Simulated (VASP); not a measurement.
Input of a VASP 6.6.1 run:

File INCAR:

```
SYSTEM = ZrB
  PREC = Accurate
  ENCUT = 600
  EDIFF = 1E-6
  ISMEAR = 0
  SIGMA = 0.1
  LREAL = .False.
  LASPH = .True.
  NELM = 80
  ALGO = Normal
  ISIF = 3
  LWAVE = .False.
  LCHARG = .False.
  GGA = PE
  IBRION = 2
  NSW = 90
  EDIFFG = -0.04
```

The input KPOINTS:

```
Automatic mesh
0
Gamma
  6 6 6
  0 0 0
```

File POSCAR:

```
ZrB
1.0
    4.4753395000      0.0000000000      0.0000000000
   -2.2376697500      3.8757576900      0.0000000000
    0.0000000000      0.0000000000      3.7040326600
Zr B
3 3
Direct
    0.0000000000      0.0000000000      0.0000000000
    0.3333333300      0.6666666700      0.5000000000
    0.6666666700      0.3333333300      0.5000000000
    0.5000000000      0.0000000000      0.0000000000
    0.5000000000      0.5000000000      0.0000000000
    0.0000000000      0.5000000000      0.0000000000
```

Potentials or basis: VASP PAW PBE potentials, release 64 (Zr_sv, B).

Run with:

```console
$ cat potpaw_PBE.64/Zr_sv/POTCAR potpaw_PBE.64/B/POTCAR > POTCAR
$ mpirun -np 1 vasp_std > vasp.out
```

Question: Estimate the relaxed volume.

Answer: 14.90 Å³/atom.

Question: Predict the relaxed cell.

Answer: a = 5.214 Å, b = 5.214 Å, c = 3.797 Å, α = 90.00°, β = 90.00°, γ = 120.00°.

Question: Predict the band gap on the k mesh.

Answer: Zero (an odd number of electrons rules out a gap without spin polarisation).

Question: What does it give for the space group after relaxing (to 0.1 Å)?

Answer: P6/mmm (No. 191).

Final structure:
```
Zr B
1.0
     5.21353    0.00000    0.00000
    -2.60676    4.51505    0.00000
     0.00000    0.00000    3.79698
Zr B
3 3
Direct
  0.00000 0.00000 0.00000
  0.33333 0.66667 0.50000
  0.66667 0.33333 0.50000
  0.50000 0.00000 0.00000
  0.50000 0.50000 0.00000
  0.00000 0.50000 0.00000
```

Caveat: the volume moved by over 15 % at a fixed basis, so the end points are rough.
